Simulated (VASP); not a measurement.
# Zr3H (Pm-3m) in VASP: relaxation of cell and atoms with PBE

Aim: the relaxation of cell and atoms of Zr3H with PBE.

Everything below comes from runs of VASP 6.6.1. Logs are shortened: lines on timing, memory, paths and dates and some standing lists are left out, and cuts for length are marked.

### Step 1. The cell of the first run

The structure is cubic, space group Pm-3m (No. 221). The conventional cell has a = 4.251 Å, b = 4.251 Å, c = 4.251 Å, α = 90.00°, β = 90.00°, γ = 90.00°. Within 4.0 Å of Zr (site symmetry 4/mmm) lie 8 Zr at 3.01 Å and 4 H at 3.01 Å. H (site symmetry m-3m) has 12 Zr at 3.01 Å within 4.0 Å.

The cell was generated, and may not be a known phase.

### Step 2. Relaxation of cell and atoms, PBE

INCAR

```
ALGO     = Normal         # electronic algorithm
EDIFF    = 1E-6           # SCF threshold, eV
EDIFFG   = -0.01          # ionic threshold
ENCUT    = 600            # plane-wave cutoff, eV
GGA      = PE             # functional
IBRION   = 2              # ionic algorithm
ISIF     = 3              # what is computed and relaxed
ISMEAR   = 0              # smearing method
LASPH    = True           # aspherical terms in the spheres
LCHARG   = False          # write CHGCAR
LREAL    = False          # projectors in reciprocal space
LWAVE    = False          # write WAVECAR
NELM     = 60             # most SCF steps
NSW      = 100            # ionic steps
PREC     = Accurate       # precision mode
SIGMA    = 0.1            # smearing width, eV
```

KPOINTS

```
k-points
0
Gamma
  12 12 12
```

POSCAR

```
Zr3H
1.0
    4.2506556314      0.0000000000      0.0000000000
    0.0000000000      4.2506556314      0.0000000000
    0.0000000000      0.0000000000      4.2506556314
Zr H
3 1
Direct
    0.5000000000      0.0000000000      0.0000000000
    0.0000000000      0.5000000000      0.0000000000
    0.0000000000      0.0000000000      0.5000000000
    0.5000000000      0.5000000000      0.5000000000
```

Potentials or basis: VASP PAW PBE potentials, release 64 (Zr_sv, H).

On the command line:

```console
$ cat potpaw_PBE.64/Zr_sv/POTCAR potpaw_PBE.64/H/POTCAR > POTCAR
$ mpirun -np 1 vasp_std > vasp.out
```

OUTCAR:

```text
EDIFF = 1E-6
   EDIFFG = -0.01
   ENCUT = 600
   GGA = PE
   IBRION = 2
   ISIF = 3
   ISMEAR = 0
   LASPH = True
   LREAL = False
   NELM = 60
   NSW = 100
   PREC = Accurate

 ion  position               nearest neighbor table
   1  0.500  0.000  0.000-   2 3.01   3 3.01   3 3.01   2 3.01   2 3.01   3 3.01   3 3.01   2 3.01

   2  0.000  0.500  0.000-   1 3.01   3 3.01   3 3.01   1 3.01   3 3.01   3 3.01   1 3.01   1 3.01

   3  0.000  0.000  0.500-   1 3.01   2 3.01   1 3.01   2 3.01   2 3.01   2 3.01   1 3.01   1 3.01

   4  0.500  0.500  0.500-

  LATTYP: Found a simple cubic cell.
 ALAT       =     4.2506556314

  Lattice vectors:

 A1 = (   4.2506556314,   0.0000000000,   0.0000000000)
 A2 = (   0.0000000000,   4.2506556314,   0.0000000000)
 A3 = (   0.0000000000,   0.0000000000,   4.2506556314)

Analysis of symmetry for initial positions (statically):
=====================================================================
 Subroutine PRICEL returns:
 Original cell was already a primitive cell.

 Routine SETGRP: Setting up the symmetry group for a
 simple cubic supercell.

 Subroutine GETGRP returns: Found 48 space group operations
 (whereof 48 operations were pure point group operations)
 out of a pool of 48 trial point group operations.

The static configuration has the point symmetry O_h .

Analysis of symmetry for dynamics (positions and initial velocities):
=====================================================================
 Subroutine PRICEL returns:
 Original cell was already a primitive cell.

 Routine SETGRP: Setting up the symmetry group for a
 simple cubic supercell.

 Subroutine GETGRP returns: Found 48 space group operations
 (whereof 48 operations were pure point group operations)
 out of a pool of 48 trial point group operations.

The dynamic configuration has the point symmetry O_h .

 Subroutine INISYM returns: Found 48 space group operations
 (whereof 48 operations are pure point group operations),
 and found     1 'primitive' translations

----------------------------------------------------------------------------------------

                                     Primitive cell

  volume of cell :      76.8012

  direct lattice vectors                    reciprocal lattice vectors
     4.250655631  0.000000000  0.000000000     0.235257825  0.000000000  0.000000000
     0.000000000  4.250655631  0.000000000     0.000000000  0.235257825  0.000000000
     0.000000000  0.000000000  4.250655631     0.000000000  0.000000000  0.235257825

[... 92 lines left out ...]
   NFREE  =      1    steps in history (QN), initial steepest desc. (CG)
   ISIF   =      3    stress and relaxation
   ISYM   =      2    0-nonsym 1-usesym 2-fastsym
   POTIM  = 0.5000    time-step for ionic-motion
   TEBEG  =    0.0;   TEEND  =   0.0 temperature during run
   PSTRESS=    0.0 pullay stress
   NELECT =      37.0000    total number of electrons
   NUPDOWN=      -1.0000    fix difference up-down
   EMIN   =  10.00;   EMAX   =-10.00  energy-range for DOS
   EFERMI =   0.00;   METHOD = LEGACY
   ISMEAR =     0;   SIGMA  =   0.10  broadening in eV -4-tet -1-fermi 0-gaus
   EFERMI_NEDOS =   21; number of points for ismear=-14 and -15
   IALGO  =     38    algorithm
   IMIX   =      4    mixing-type and parameters
     AMIX     =   0.40;   BMIX     =  1.00
     AMIX_MAG =   1.60;   BMIX_MAG =  1.00
  volume/ion in A,a.u.               =      19.20       129.57
  Fermi-wavevector in a.u.,A,eV,Ry     =   1.283373  2.425223 22.409416  1.647046
  Thomas-Fermi vector in A             =   2.415629
   LORBIT       =      0    0 simple, 1 ext, 2 COOP (PROOUT), +10 PAW based schemes
   GGA     = PE    functional components
   LHFCALC =     F    Hartree Fock is set to
   AEXX    =    0.0000 exact exchange contribution
   IVDW    =     0    specifies the selected vdW correction
   LEPSILON=     F    determine dielectric tensor
   LRPA    =     F    only Hartree local field effects (RPA)
 conjugate gradient relaxation of ions
 non-spin polarized calculation
 Gauss-broadening in eV      SIGMA  =   0.10
  energy-cutoff  :      600.00
  volume of cell :       76.80
 maximum number of plane-waves:      2585
 NGX is ok and might be reduce to    36
   NGX = 17   NGY = 17   NGZ = 17

--------------------------------------- Ionic step        1  -------------------------------------------

 number of electron      37.0000000 magnetization

 Free energy of the ion-electron system (eV)
  ---------------------------------------------------
  ext. energy  EPLUGINS =         0.00000000
  ---------------------------------------------------
  free energy    TOTEN  =       -26.24753984 eV

  energy without entropy =      -26.22775575  energy(sigma->0) =      -26.23764780

------------------------ aborting loop because EDIFF is reached ----------------------------------------

  FORCE on cell =-STRESS in cart. coord.  units (eV):
  Direction    XX          YY          ZZ          XY          YZ          ZX
  --------------------------------------------------------------------------------------
  -------------------------------------------------------------------------------------
  Total       -0.1874414     -0.1874414     -0.1874414     -0.0000000     -0.0000000      0.0000000
  in kB       -3.9102850     -3.9102850     -3.9102850     -0.0000000     -0.0000000      0.0000000
  external PRESSURE =      -3.9102850 kB  Pullay stress =       0.0000000 kB
[... 63 lines left out ...]
--------------------------------------- Ionic step        3  -------------------------------------------

 number of electron      37.0000000 magnetization

 Free energy of the ion-electron system (eV)
  ---------------------------------------------------
  ext. energy  EPLUGINS =         0.00000000
  ---------------------------------------------------
  free energy    TOTEN  =       -26.24805723 eV

  energy without entropy =      -26.22844685  energy(sigma->0) =      -26.23825204

 E-fermi :   8.0053     XC(G=0): -10.7708

 val. band max:        8.0036333511   @ k =   0.5000   0.2500   0.2500
 cond. band min:       8.0260654661   @ k =   0.5000   0.4167   0.2500
 fundamental gap:      0.0224321150
 Fermi energy:         8.0052672954

 k-point     1 :       0.0000    0.0000    0.0000
  band No.  band energies     occupation
      1     -40.6111      2.00000
      2     -40.3094      2.00000
      3     -40.3094      2.00000
      4     -19.1081      2.00000
      5     -19.1081      2.00000
      6     -19.1081      2.00000
[... 589 lines left out ...]
     21       8.5451      0.00000
     22       9.6856      0.00000

 [... further k-points ...]
[... 5 lines left out ...]
  --------------------------------------------------------------------------------------
  -------------------------------------------------------------------------------------
  Total        0.0048787      0.0048787      0.0048787     -0.0000000      0.0000000     -0.0000000
  in kB        0.1023308      0.1023308      0.1023308     -0.0000000      0.0000000     -0.0000000
  external PRESSURE =       0.1023308 kB  Pullay stress =       0.0000000 kB
[... 19 lines left out ...]
  FREE ENERGIE OF THE ION-ELECTRON SYSTEM (eV)
  ---------------------------------------------------
  free  energy   TOTEN  =       -26.2480572271 eV

  energy  without entropy=      -26.2284468516  energy(sigma->0) =      -26.23825204

 reached required accuracy - stopping structural energy minimisation
```

Wall time 2.2 min (1 thread of Intel Xeon 6975P-C (Granite Rapids), shared host); peak memory 0.31 GiB.

What came out:

| Quantity | Value |
| --- | --- |
| Free energy | -26.2481 eV |
| Relaxed volume | 19.10 Å³/atom |
| Relaxed cell | a = 4.243 Å, b = 4.243 Å, c = 4.243 Å, α = 90.00°, β = 90.00°, γ = 90.00° |
| Space group after relaxing (to 0.1 Å) | Pm-3m (No. 221) |
| Energy gained by relaxing | 0.1 meV/atom |
| Ionic steps | 3 |
| Pressure after relaxing | 0.0 GPa |
| Band gap on the k mesh | zero (an odd number of electrons rules out a gap without spin polarisation) |

The path:
| step | energy change (eV) | largest force (eV/Å) | pressure (GPa) | volume (Å³) |
| --- | --- | --- | --- | --- |
| 1 | 0.0000 | 0.0000 | -0.39 | 76.80 |
| 2 | -0.0005 | 0.0000 | 0.10 | 76.28 |
| 3 | -0.0005 | 0.0000 | 0.01 | 76.38 |

Final structure:
```
CELL_PARAMETERS angstrom
4.24296 0.00000 0.00000
0.00000 4.24296 0.00000
0.00000 0.00000 4.24296
ATOMIC_POSITIONS crystal
Zr 0.50000 0.00000 0.00000
Zr 0.00000 0.50000 0.00000
Zr 0.00000 0.00000 0.50000
H 0.50000 0.50000 0.50000
```

Levels at points of the mesh, in eV from the Fermi level:
```tsv
k point	band 16	band 17	band 18	band 19	band 20	band 21	band 22
(0.00, 0.00, 0.00)	-1.75	-1.71	-1.71	-1.71	2.38	3.02	3.02
(0.50, 0.00, 0.00)	-1.24	-0.36	-0.36	0.11	0.95	0.95	1.72
(0.50, 0.50, 0.00)	-0.89	-0.55	-0.27	-0.22	-0.22	1.08	1.08
(0.50, 0.50, 0.50)	-2.27	0.82	0.82	0.82	1.91	1.91	1.91
```

The gap in the log of VASP goes by the Fermi energy; the results here count the filled bands.